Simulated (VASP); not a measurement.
# Ni (Im-3m) in VASP: a series of runs

The runs below take Ni through single point, relaxation of cell and atoms, with r2SCANh, PBEsol-based screened hybrid with 25 % exact exchange.

Program: VASP 6.6.1. These are calculated values, not measurements. Logs are shortened: lines on timing, memory, paths and dates and some standing lists are left out, and cuts for length are marked.

### Step 1. The cell of the first run

It takes space group Im-3m (No. 229, cubic). Conventional cell: a = 2.767 Å, b = 2.767 Å, c = 2.767 Å, α = 90.00°, β = 90.00°, γ = 90.00°. Ni (site symmetry m-3m) has 14 Ni at 2.40 to 2.77 Å within 3.2 Å.

This isn't the form of Ni at room conditions, which is fcc.

### Step 2. Single point, r2SCANh, collinear spin, ferromagnetic start

Contents of POSCAR:

```
Ni
1.0
   -1.3837154700      1.3837154700      1.3837154700
    1.3837154700     -1.3837154700      1.3837154700
    1.3837154700      1.3837154700     -1.3837154700
Ni
1
Direct
    0.0000000000      0.0000000000      0.0000000000
```

Contents of INCAR.step1:

```
  ALGO = Normal
  EDIFF = 1E-5
  ENCUT = 520
  GGA = PE
  ISIF = 2
  ISMEAR = -1
  ISPIN = 2
  LASPH = T
  LCHARG = F
  LMAXMIX = 4
  LORBIT = 11
  LREAL = F
  LWAVE = T
  MAGMOM = 1
  NBANDS = 15
  NELM = 150
  PREC = Accurate
  SIGMA = 0.05
```

Contents of INCAR.step2:

```
  AEXX = 0.1
  ALGO = Normal
  EDIFF = 1E-7
  ENCUT = 520
  ISIF = 2
  ISMEAR = -1
  ISPIN = 2
  ISTART = 1
  LASPH = T
  LCHARG = F
  LHFCALC = T
  LMAXMIX = 4
  LMIXTAU = T
  LORBIT = 11
  LREAL = F
  LWAVE = F
  MAGMOM = 1
  METAGGA = R2SCAN
  NBANDS = 15
  NELM = 150
  PREC = Accurate
  PRECFOCK = Normal
  SIGMA = 0.05
```

Contents of KPOINTS:

```
k-points
0
Gamma
  7 7 7
```

Potentials or basis: VASP PAW PBE potentials, release 64 (Ni).

Launch:

```sh
$ cat potpaw_PBE.64/Ni/POTCAR > POTCAR
$ cp INCAR.step1 INCAR
$ mpirun -np 1 vasp_std > vasp.out
$ cp INCAR.step2 INCAR
$ mpirun -np 1 vasp_std > vasp.out
```

OUTCAR:

```text
AEXX = 0.1
   EDIFF = 1E-7
   ENCUT = 520
   ISIF = 2
   ISMEAR = -1
   ISPIN = 2
   ISTART = 1
   LASPH = T
   LHFCALC = T
   LORBIT = 11
   LREAL = F
   METAGGA = R2SCAN
   NELM = 150
   PREC = Accurate
   PRECFOCK = Normal

 ion  position               nearest neighbor table
   1  0.000  0.000  0.000-

  LATTYP: Found a body centered cubic cell.
 ALAT       =     2.7674309400

  Lattice vectors:

 A1 = (  -1.3837154700,   1.3837154700,   1.3837154700)
 A2 = (   1.3837154700,  -1.3837154700,   1.3837154700)
 A3 = (   1.3837154700,   1.3837154700,  -1.3837154700)

Analysis of symmetry for initial positions (statically):
=====================================================================
 Subroutine PRICEL returns:
 Original cell was already a primitive cell.

 Routine SETGRP: Setting up the symmetry group for a
 body centered cubic supercell.

 Subroutine GETGRP returns: Found 48 space group operations
 (whereof 48 operations were pure point group operations)
 out of a pool of 48 trial point group operations.

The static configuration has the point symmetry O_h .

Analysis of symmetry for dynamics (positions and initial velocities):
=====================================================================
 Subroutine PRICEL returns:
 Original cell was already a primitive cell.

 Routine SETGRP: Setting up the symmetry group for a
 body centered cubic supercell.

 Subroutine GETGRP returns: Found 48 space group operations
 (whereof 48 operations were pure point group operations)
 out of a pool of 48 trial point group operations.

The dynamic configuration has the point symmetry O_h .

Analysis of structural, dynamic, and magnetic symmetry:
=====================================================================
 Subroutine PRICEL returns:
 Original cell was already a primitive cell.

 Routine SETGRP: Setting up the symmetry group for a
 body centered cubic supercell.

 Subroutine GETGRP returns: Found 48 space group operations
 (whereof 48 operations were pure point group operations)
 out of a pool of 48 trial point group operations.

The overall configuration has the point symmetry O_h .

 Subroutine INISYM returns: Found 48 space group operations
 (whereof 48 operations are pure point group operations),
 and found     1 'primitive' translations

----------------------------------------------------------------------------------------

                                     Primitive cell

  volume of cell :      10.5974

  direct lattice vectors                    reciprocal lattice vectors
    -1.383715470  1.383715470  1.383715470     0.000000000  0.361345964  0.361345964
     1.383715470 -1.383715470  1.383715470     0.361345964  0.000000000  0.361345964
     1.383715470  1.383715470 -1.383715470     0.361345964  0.361345964  0.000000000

  length of vectors
     2.396665497  2.396665497  2.396665497     0.511020363  0.511020363  0.511020363

  position of ions in fractional coordinates (direct lattice)
     0.000000000  0.000000000  0.000000000

  ion indices of the primitive-cell ions
   primitive index   ion index
                 1           1

----------------------------------------------------------------------------------------

 KPOINTS: k-points

Automatic generation of k-mesh.
 Grid dimensions read from file:
 generate k-points for:    7    7    7

 Generating k-lattice:

  Cartesian coordinates                     Fractional coordinates (reciprocal lattice)
     0.000000000  0.051620852  0.051620852     0.142857143  0.000000000  0.000000000
     0.051620852  0.000000000  0.051620852     0.000000000  0.142857143  0.000000000
     0.051620852  0.051620852  0.000000000     0.000000000  0.000000000  0.142857143

  Length of vectors
     0.073002909  0.073002909  0.073002909

  Shift w.r.t. Gamma in fractional coordinates (k-lattice)
     0.000000000  0.000000000  0.000000000

 Subroutine IBZKPT returns following result:
 ===========================================

 Found     20 irreducible k-points:

 Following reciprocal coordinates:
            Coordinates               Weight
  0.000000  0.000000  0.000000      1.000000
  0.142857  0.000000  0.000000     12.000000
  0.285714  0.000000  0.000000     12.000000
  0.428571  0.000000  0.000000     12.000000
  0.142857  0.142857  0.000000     24.000000
  0.285714  0.142857  0.000000     48.000000
[... 12 lines left out ...]
 -0.428571 -0.428571  0.285714      8.000000
 -0.428571  0.428571  0.428571      6.000000
   k-points           NKPTS =     20   k-points in BZ     NKDIM =    343   number of bands    NBANDS=     15
   number of dos      NEDOS =    301   number of ions     NIONS =      1
   total plane-waves  NPLWV =   5832
   dimension x,y,z NGX =    18 NGY =   18 NGZ =   18
   dimension x,y,z NGXF=    36 NGYF=   36 NGZF=   36
   ions per type =               1
   NGX,Y,Z   is equivalent  to a cutoff of  12.49, 12.49, 12.49 a.u.
   NGXF,Y,Z  is equivalent  to a cutoff of  24.97, 24.97, 24.97 a.u.
 SYSTEM =  unknown system
   PREC   = accura    normal or accurate (medium, high low for compatibility)
   ISTART =      1    job   : 0-new  1-cont  2-samecut
   ICHARG =      0    charge: 1-file 2-atom 10-const
   ISPIN  =      2    spin polarized calculation?
   LNONCOLLINEAR =      F non collinear calculations
   LSORBIT =      F    spin-orbit coupling
   LASPH  =      T    aspherical Exc in radial PAW
   ENCUT  =  520.0 eV  38.22 Ry    6.18 a.u.   4.46  4.46  4.46*2*pi/ulx,y,z
   NELM   =    150;   NELMIN=  2; NELMDL=  0     # of ELM steps
   EDIFF  = 0.1E-06   stopping-criterion for ELM
   LREAL  =      F    real-space projection
   EDIFFG = 0.1E-05   stopping-criterion for IOM
   NSW    =      0    number of steps for IOM
   IBRION =     -1    ionic relax: 0-MD 1-quasi-New 2-CG
   NFREE  =      0    steps in history (QN), initial steepest desc. (CG)
   ISIF   =      2    stress and relaxation
   ISYM   =      3    0-nonsym 1-usesym 2-fastsym
   POTIM  = 0.5000    time-step for ionic-motion
   TEBEG  =    0.0;   TEEND  =   0.0 temperature during run
   PSTRESS=    0.0 pullay stress
   NELECT =      10.0000    total number of electrons
   NUPDOWN=      -1.0000    fix difference up-down
   EMIN   =  10.00;   EMAX   =-10.00  energy-range for DOS
   EFERMI =   0.00;   METHOD = LEGACY
   ISMEAR =    -1;   SIGMA  =   0.05  broadening in eV -4-tet -1-fermi 0-gaus
   EFERMI_NEDOS =   21; number of points for ismear=-14 and -15
   IALGO  =     38    algorithm
   IMIX   =      1    mixing-type and parameters
     AMIX     =   0.40;   BMIX     =  1.00
     AMIX_MAG =   1.60;   BMIX_MAG =  1.00
  volume/ion in A,a.u.               =      10.60        71.51
  Fermi-wavevector in a.u.,A,eV,Ry     =   1.605738  3.034405 35.081190  2.578395
  Thomas-Fermi vector in A             =   2.702037
   LORBIT       =     11    0 simple, 1 ext, 2 COOP (PROOUT), +10 PAW based schemes
   METAGGA = R2SCAN    functional components
   LHFCALC =     T    Hartree Fock is set to
   PRECFOCK=normal    Normal, Fast or Accurate (Low or Medium for compatibility)
   ENCUT4O =  -1.0   cutoff for four orbital integrals eV
   NKREDX  =     1    reduce k-point grid by
   NKREDY  =     1    reduce k-point grid by
   NKREDZ  =     1    reduce k-point grid by
   AEXX    =    0.1000 exact exchange contribution
   HFSCREEN=    0.0000 screening length (either q_TF or 0.3 A-1)
   HFSCREENC=   0.0000 screening length for correlation (either q_TF or 0.3 A-1)
   ENCUTFOCK=  -1.0 apply spherical cutoff to Coloumb kernel
   IVDW    =     0    specifies the selected vdW correction
   LEPSILON=     F    determine dielectric tensor
   LRPA    =     F    only Hartree local field effects (RPA)
 spin polarized calculation
  energy-cutoff  :      520.00
  volume of cell :       10.60
 maximum number of plane-waves:       321
 NGX is ok and might be reduce to    18
  NGX = 14; NGY = 14; NGZ = 14

 number of electron      10.0000004 magnetization       0.5314627

 Free energy of the ion-electron system (eV)
  ---------------------------------------------------
  ext. energy  EPLUGINS =         0.00000000
  ---------------------------------------------------
  free energy    TOTEN  =       -11.77294722 eV

  energy without entropy =      -11.77053150  energy(sigma->0) =      -11.77173936

 E-fermi :   9.2011     XC(G=0): -13.1992

 val. band max:        9.0451159441   @ k =  -0.2857   0.2857   0.1429
 cond. band min:       9.3102089775   @ k =  -0.2857   0.2857   0.2857
 fundamental gap:      0.2650930333
 Fermi energy:         9.2011338441

 spin component 1

 k-point     1 :       0.0000    0.0000    0.0000
  band No.  band energies     occupation
      1      -0.4661      1.00000
      2       5.9759      1.00000
      3       5.9761      1.00000
      4       5.9761      1.00000
      5       7.5694      1.00000
      6       7.5694      1.00000
      7      37.7700      0.00000
      8      37.7701      0.00000
      9      37.7701      0.00000
     10      43.0444      0.00000
     11      43.0444      0.00000
     12      44.7387      0.00000
     13      44.7389      0.00000
     14      44.7389      0.00000
     15      44.9065      0.00000
[... 325 lines left out ...]
 k-point    20 :      -0.4286    0.4286    0.4286
  band No.  band energies     occupation
      1       4.1827      1.00000
      2       4.2026      1.00000
      3       7.8819      1.00000
      4       7.8821      1.00000
      5       8.0565      1.00000
      6      17.6027      0.00000
      7      21.1680      0.00000
      8      21.1682      0.00000
      9      26.4800      0.00000
     10      28.0635      0.00000
     11      33.0672      0.00000
     12      52.0008      0.00000
     13      56.4129      0.00000
     14      57.7244      0.00000
     15      57.7245      0.00000
 Fermi energy:         9.2011338441

 spin component 2

 k-point     1 :       0.0000    0.0000    0.0000
  band No.  band energies     occupation
      1      -0.7845      1.00000
      2       7.4145      1.00000
      3       7.4145      1.00000
      4       7.4147      1.00000
      5       8.0930      1.00000
      6       8.0930      1.00000
      7      37.6348      0.00000
      8      37.6348      0.00000
      9      37.6349      0.00000
     10      42.9702      0.00000
     11      42.9702      0.00000
     12      45.0110      0.00000
     13      45.0110      0.00000
     14      45.0110      0.00000
     15      45.2271      0.00000
[... 325 lines left out ...]
 k-point    20 :      -0.4286    0.4286    0.4286
  band No.  band energies     occupation
      1       4.4576      1.00000
      2       4.4990      1.00000
      3       9.9818      0.00000
      4       9.9819      0.00000
      5      10.2549      0.00000
      6      17.5485      0.00000
      7      21.1411      0.00000
      8      21.1412      0.00000
      9      26.4643      0.00000
     10      28.0617      0.00000
     11      33.2949      0.00000
     12      52.2572      0.00000
     13      57.8923      0.00000
     14      57.8923      0.00000
     15      58.1757      0.00000

------------------------ aborting loop because EDIFF is reached ----------------------------------------

  FORCE on cell =-STRESS in cart. coord.  units (eV):
  Direction    XX          YY          ZZ          XY          YZ          ZX
  --------------------------------------------------------------------------------------
  -------------------------------------------------------------------------------------
  Total       -0.1602725     -0.1602725     -0.1602725     -0.0000000     -0.0000000      0.0000000
  in kB      -24.2308770    -24.2308770    -24.2308770     -0.0000000     -0.0000000      0.0000000
  external PRESSURE =     -24.2308770 kB  Pullay stress =       0.0000000 kB

 VOLUME and BASIS-vectors are now :
 -----------------------------------------------------------------------------
  energy-cutoff  :      520.00
  volume of cell :       10.60
      direct lattice vectors                 reciprocal lattice vectors
    -1.383715470  1.383715470  1.383715470     0.000000000  0.361345964  0.361345964
     1.383715470 -1.383715470  1.383715470     0.361345964  0.000000000  0.361345964
     1.383715470  1.383715470 -1.383715470     0.361345964  0.361345964  0.000000000

 POSITION                                       TOTAL-FORCE (eV/Angst)
 -----------------------------------------------------------------------------------
      0.00000      0.00000      0.00000        -0.000000      0.000000      0.000000
 -----------------------------------------------------------------------------------
    total drift:                                0.000000     -0.000000     -0.000000

  FREE ENERGIE OF THE ION-ELECTRON SYSTEM (eV)
  ---------------------------------------------------
  free  energy   TOTEN  =       -11.7729472211 eV

  energy  without entropy=      -11.7705314972  energy(sigma->0) =      -11.77173936

 total charge

# of ion       s       p       d       tot
------------------------------------------
    1        0.507   0.512   8.394   9.414

 magnetization (x)

# of ion       s       p       d       tot
------------------------------------------
    1       -0.021  -0.044   0.619   0.553
```

Run time: 23 min. Hardware: 1 thread of Intel Xeon 6975P-C (Granite Rapids), shared host; peak memory 0.14 GiB.

Results:

* Free energy: -11.7729 eV
* Pressure: -2.4 GPa
* Net moment: 0.53 μB per cell
* Site moments: Ni +0.55 μB
* Valence electrons inside the program's atomic spheres: Ni 9.41

Caveat: the k points lie up to 0.46 Å⁻¹ apart; the PAW data sets were made with another functional, which shifts forces and pressure a little.

### Step 3. Relaxation of cell and atoms, PBEsol-based screened hybrid with 25 % exact exchange, collinear spin, ferromagnetic start

POSCAR is that of step 2.

Contents of INCAR.step1:

```
PREC = Accurate ; ENCUT = 600
EDIFF = 1E-5 ; ISMEAR = -1
SIGMA = 0.05 ; LREAL = F
LASPH = T ; NELM = 150
ALGO = Normal ; LWAVE = T
LCHARG = F ; ISPIN = 2
MAGMOM = 1 ; LORBIT = 11
LMAXMIX = 4 ; GGA = PE
NBANDS = 15
```

Contents of INCAR.step2:

```
PREC = Accurate ; ENCUT = 600
EDIFF = 1E-6 ; ISMEAR = -1
SIGMA = 0.05 ; LREAL = F
LASPH = T ; NELM = 150
ALGO = Normal ; ISIF = 3
LWAVE = F ; LCHARG = F
ISPIN = 2 ; MAGMOM = 1
LORBIT = 11 ; LMAXMIX = 4
GGA = PS ; LHFCALC = T
AEXX = 0.25 ; HFSCREEN = 0.207
PRECFOCK = Normal ; IBRION = 2
NSW = 60 ; EDIFFG = -0.01
ISTART = 1
```

Contents of KPOINTS:

```
regular mesh
0
Gamma
  7 7 7
```

Potentials or basis: VASP PAW PBE potentials, release 64 (Ni).

Launch:

```sh
$ cat potpaw_PBE.64/Ni/POTCAR > POTCAR
$ cp INCAR.step1 INCAR
$ mpirun -np 1 vasp_std > vasp.out
$ cp INCAR.step2 INCAR
$ mpirun -np 1 vasp_std > vasp.out
```

Run time: 1.6 h. Hardware: 1 thread of Oxide Virtual Turin-like, shared host; peak memory 0.21 GiB.

The run converged. Its results:

- Free energy: -6.6802 eV
- Relaxed volume: 10.57 Å³/atom
- Relaxed cell: a = 2.395 Å, b = 2.395 Å, c = 2.395 Å, α = 109.47°, β = 109.47°, γ = 109.47°
- Space group after relaxing (to 0.1 Å): Im-3m (No. 229)
- Energy gained by relaxing: 0.1 meV/atom
- Ionic steps: 2
- Pressure after relaxing: -0.1 GPa
- Net moment: 0.86 μB per cell
- Site moments: Ni +0.86 μB
- Valence electrons inside the program's atomic spheres: Ni 9.42

Final structure:
```
Ni
1.0
    -1.38254    1.38254    1.38254
     1.38254   -1.38254    1.38254
     1.38254    1.38254   -1.38254
Ni
1
Direct
  0.00000 0.00000 0.00000
```

Levels at points of the mesh, in eV from the Fermi level:
Spin up:
| k point | band 3 | band 4 | band 5 | band 6 | band 7 | band 8 |
| --- | --- | --- | --- | --- | --- | --- |
| (0.00, 0.00, 0.00) | -4.10 | -4.10 | -2.32 | -2.32 | 28.50 | 28.50 |
Spin down:
```tsv
k point	band 2	band 3	band 4	band 5	band 6	band 7	band 8	band 9
(0.00, 0.00, 0.00)	-1.44	-1.44	-1.40	-1.40	-1.40	28.27	28.27	28.27
```

Caveat: the k points lie up to 0.46 Å⁻¹ apart in the final cell; the PAW data sets were made with another functional, which shifts forces and pressure a little.
